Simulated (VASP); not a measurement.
# W (Fm-3m) in VASP: further runs, part 2 of 2

VASP 6.6.1. The steps go on from the part before.

**3. Relaxation of cell and atoms, RPBE**

File INCAR:

```
SYSTEM = W
ALGO = Normal
EDIFF = 1E-7
EDIFFG = -0.01
ENCUT = 600
GGA = RP
IBRION = 2
ISIF = 3
ISMEAR = 1
LASPH = .True.
LCHARG = .False.
LREAL = .False.
LWAVE = .False.
NELM = 100
NSW = 100
PREC = Accurate
SIGMA = 0.05
```

File KPOINTS:

```
k-points
0
Gamma
  13 13 13
  0 0 0
```

File POSCAR:

```
W
1.0
    0.0000000000      2.0300000000      2.0300000000
    2.0300000000      0.0000000000      2.0300000000
    2.0300000000      2.0300000000      0.0000000000
W
1
Direct
    0.0000000000      0.0000000000      0.0000000000
```

Potentials or basis: VASP PAW PBE potentials, release 64 (W_sv).

Started as:

```bash
$ cat potpaw_PBE.64/W_sv/POTCAR > POTCAR
$ mpirun -np 1 vasp_std > vasp.out
```

OUTCAR:

```text
SYSTEM = W
   EDIFF = 1E-7
   EDIFFG = -0.01
   ENCUT = 600
   GGA = RP
   IBRION = 2
   ISIF = 3
   ISMEAR = 1
   LASPH = .True.
   LREAL = .False.
   NELM = 100
   NSW = 100
   PREC = Accurate

 ion  position               nearest neighbor table
   1  0.000  0.000  0.000-

  LATTYP: Found a face centered cubic cell.
 ALAT       =     4.0600000000

  Lattice vectors:

 A1 = (   0.0000000000,   2.0300000000,   2.0300000000)
 A2 = (   2.0300000000,   0.0000000000,   2.0300000000)
 A3 = (   2.0300000000,   2.0300000000,   0.0000000000)

Analysis of symmetry for initial positions (statically):
=====================================================================
 Subroutine PRICEL returns:
 Original cell was already a primitive cell.

 Routine SETGRP: Setting up the symmetry group for a
 face centered cubic supercell.

 Subroutine GETGRP returns: Found 48 space group operations
[... 9 lines left out ...]

 Routine SETGRP: Setting up the symmetry group for a
 face centered cubic supercell.

 Subroutine GETGRP returns: Found 48 space group operations
[... 11 lines left out ...]
                                     Primitive cell

  volume of cell :      16.7309

  direct lattice vectors                    reciprocal lattice vectors
     0.000000000  2.030000000  2.030000000    -0.246305419  0.246305419  0.246305419
     2.030000000  0.000000000  2.030000000     0.246305419 -0.246305419  0.246305419
     2.030000000  2.030000000  0.000000000     0.246305419  0.246305419 -0.246305419

  length of vectors
     2.870853532  2.870853532  2.870853532     0.426613499  0.426613499  0.426613499

  position of ions in fractional coordinates (direct lattice)
     0.000000000  0.000000000  0.000000000

  ion indices of the primitive-cell ions
   primitive index   ion index
                 1           1

[... 97 lines left out ...]
   LHFCALC =     F    Hartree Fock is set to
   AEXX    =    0.0000 exact exchange contribution
   IVDW    =     0    specifies the selected vdW correction
   LEPSILON=     F    determine dielectric tensor
   LRPA    =     F    only Hartree local field effects (RPA)
 conjugate gradient relaxation of ions
 non-spin polarized calculation
 Methfessel and Paxton  Order N= 1 SIGMA  =   0.05
  energy-cutoff  :      600.00
  volume of cell :       16.73
 maximum number of plane-waves:       571
   NGX = 11   NGY = 11   NGZ = 11

--------------------------------------- Ionic step        1  -------------------------------------------

 number of electron      14.0000002 magnetization

 Free energy of the ion-electron system (eV)
  ---------------------------------------------------
  ext. energy  EPLUGINS =         0.00000000
  ---------------------------------------------------
  free energy    TOTEN  =       -11.91613271 eV

  energy without entropy =      -11.91602291  energy(sigma->0) =      -11.91609611

------------------------ aborting loop because EDIFF is reached ----------------------------------------

  FORCE on cell =-STRESS in cart. coord.  units (eV):
  Direction    XX          YY          ZZ          XY          YZ          ZX
  --------------------------------------------------------------------------------------
  -------------------------------------------------------------------------------------
  Total       -0.0536057     -0.0536057     -0.0536057      0.0000000      0.0000000      0.0000000
  in kB       -5.1333782     -5.1333782     -5.1333782      0.0000000      0.0000000      0.0000000
  external PRESSURE =      -5.1333782 kB  Pullay stress =       0.0000000 kB
[... 57 lines left out ...]
--------------------------------------- Ionic step        3  -------------------------------------------

 number of electron      14.0000002 magnetization

 Free energy of the ion-electron system (eV)
  ---------------------------------------------------
  ext. energy  EPLUGINS =         0.00000000
  ---------------------------------------------------
  free energy    TOTEN  =       -11.91618397 eV

  energy without entropy =      -11.91604392  energy(sigma->0) =      -11.91613729

 E-fermi :  10.3564     XC(G=0): -13.2850

 val. band max:       10.3490810312   @ k =  -0.3846   0.1538   0.0000
 cond. band min:      10.3681185996   @ k =  -0.4615   0.1538   0.0000
 fundamental gap:      0.0190375684
 Fermi energy:        10.3563520338

 k-point     1 :       0.0000    0.0000    0.0000
  band No.  band energies     occupation
      1     -63.4047      2.00000
      2     -27.0538      2.00000
      3     -27.0538      2.00000
      4     -27.0538      2.00000
      5       1.4358      2.00000
      6       9.8059      2.00000
      7       9.8059      2.00000
      8       9.8059      2.00000
      9      12.8641      0.00000
     10      12.8641      0.00000
     11      23.0635      0.00000
[... 309 lines left out ...]
 k-point    24 :       0.4615    0.1538    0.0000
  band No.  band energies     occupation
      1     -63.3044      2.00000
      2     -27.9955      2.00000
      3     -27.3192      2.00000
      4     -27.2553      2.00000
      5       5.5515      2.00000
      6       8.4908      2.00000
      7       9.4555      2.00000
      8      10.5495     -0.00000
      9      15.3572      0.00000
     10      15.5643      0.00000
     11      20.8481      0.00000

 [... further k-points ...]
[... 5 lines left out ...]
  --------------------------------------------------------------------------------------
  -------------------------------------------------------------------------------------
  Total        0.0010144      0.0010144      0.0010144      0.0000000     -0.0000000      0.0000000
  in kB        0.0973184      0.0973184      0.0973184      0.0000000     -0.0000000      0.0000000
  external PRESSURE =       0.0973184 kB  Pullay stress =       0.0000000 kB
[... 16 lines left out ...]
  FREE ENERGIE OF THE ION-ELECTRON SYSTEM (eV)
  ---------------------------------------------------
  free  energy   TOTEN  =       -11.9161839702 eV

  energy  without entropy=      -11.9160439158  energy(sigma->0) =      -11.91613729

 reached required accuracy - stopping structural energy minimisation
```

OSZICAR:

```text
N       E                     dE             d eps       ncg     rms          rms(c)
DAV:   1     0.849249615419E+02    0.84925E+02   -0.85542E+03  1848   0.158E+03
DAV:   2    -0.107617135038E+02   -0.95687E+02   -0.93264E+02  1980   0.358E+02
[... 23 lines left out ...]
DAV:   1    -0.119209476512E+02   -0.52744E-02   -0.11083E-01  1908   0.522E+00    0.816E-01
DAV:   2    -0.119168167419E+02    0.41309E-02   -0.63036E-03  1905   0.106E+00    0.186E-01
DAV:   3    -0.119161764381E+02    0.64030E-03   -0.18431E-03  1944   0.556E-01    0.142E-01
DAV:   4    -0.119161835673E+02   -0.71292E-05   -0.47396E-05  1914   0.939E-02    0.156E-02
DAV:   5    -0.119161835753E+02   -0.80145E-08   -0.19497E-06  1971   0.179E-02    0.199E-03
DAV:   6    -0.119161840021E+02   -0.42680E-06   -0.32825E-08  1112   0.305E-03    0.223E-04
DAV:   7    -0.119161839702E+02    0.31870E-07   -0.47510E-09   927   0.113E-03
   3 F= -.11916184E+02 E0= -.11916137E+02  d E =-.512619E-04
```

CONTCAR:

```text
W
   1.00000000000000
     0.0000000000000000    2.0287366933581179    2.0287366933581179
     2.0287366933581179    0.0000000000000000    2.0287366933581179
     2.0287366933581179    2.0287366933581179    0.0000000000000000
  W
     1
Direct
     0.0000000000000000    0.0000000000000000    0.0000000000000000

  0.00000000E+00  0.00000000E+00  0.00000000E+00
```

Run time: 14 s. Hardware: 1 thread of Intel Xeon Platinum 8559C (Emerald Rapids), shared host; peak memory 0.15 GiB.

What came out:

* Free energy: -11.9162 eV
* Relaxed volume: 16.70 Å³/atom
* Relaxed cell: a = 2.869 Å, b = 2.869 Å, c = 2.869 Å, α = 60.00°, β = 60.00°, γ = 60.00°
* Space group after relaxing (to 0.05 Å): Fm-3m (No. 225)
* Energy gained by relaxing: 0.1 meV/atom
* Ionic steps: 3
* Pressure after relaxing: 0.0 GPa
* Band gap on the k mesh: zero (band 7 reaches 12.99 eV, above the bottom of band 8 at 9.81 eV)

Final structure:
```
W
1.0
     0.00000    2.02874    2.02874
     2.02874    0.00000    2.02874
     2.02874    2.02874    0.00000
W
1
Direct
  0.00000 0.00000 0.00000
```

Levels at points of the mesh, in eV from the Fermi level:
```tsv
k point	band 3	band 4	band 5	band 6	band 7	band 8	band 9	band 10	band 11
(0.00, 0.00, 0.00)	-37.41	-37.41	-8.92	-0.55	-0.55	-0.55	2.51	2.51	12.71
```

Caveat: the PAW data sets were made with another functional, which shifts forces and pressure a little; spin-orbit coupling is left out, which moves the levels of the heavy elements.
